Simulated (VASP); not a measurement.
**ZnS: single point with LDA+U**

ZnS:

```
Zn S
1.0
     0.00000    2.69368    2.69368
     2.69368    0.00000    2.69368
     2.69368    2.69368    0.00000
Zn S
1 1
Direct
  0.00000 0.00000 0.00000
  0.25000 0.25000 0.25000
```

```yaml
Program: VASP 6.6.1
Task: single point
Functional: LDA
Potentials_or_basis: VASP PAW LDA potentials, release 64 (Zn, S)
Cutoff: 500 eV
k_mesh: 2 × 2 × 2
Occupations: gaussian, width 0.1 eV
Spin: no spin polarisation
Hubbard_terms: Zn d U = 6.6 eV, J = 0.37 eV
```

The pressure is -0.4 GPa and the band gap on the k mesh is 2.12 eV, direct.

Levels at points of the mesh, in eV from the valence-band top:
```
           k point  band 7  band 8  band 9  band 10  band 11  band 12
(0.00, 0.00, 0.00)    0.00    0.00    0.00     2.12     6.37     6.37
(0.50, 0.00, 0.00)   -5.24   -0.79   -0.79     3.23     6.72     6.72
(0.50, 0.50, 0.00)   -4.82   -2.09   -2.09     3.01     3.85    11.01
```

Eigenvalues of the final occupation matrices:
| site | spin | trace | eigenvalues |
| --- | --- | --- | --- |
| site 1 d | 1 | 4.98 | 0.98 0.98 1.00 1.00 1.00 |
| site 1 d | 2 | 4.98 | 0.98 0.98 1.00 1.00 1.00 |

Wall time 3.9 s on 1 thread of Intel(R) Xeon(R) Platinum 8259CL CPU @ 2.50GHz (Skylake/Cascade Lake), with other jobs on the host, peak memory 0.13 GiB.

Caveat: the k points lie up to 1.01 Å⁻¹ apart.
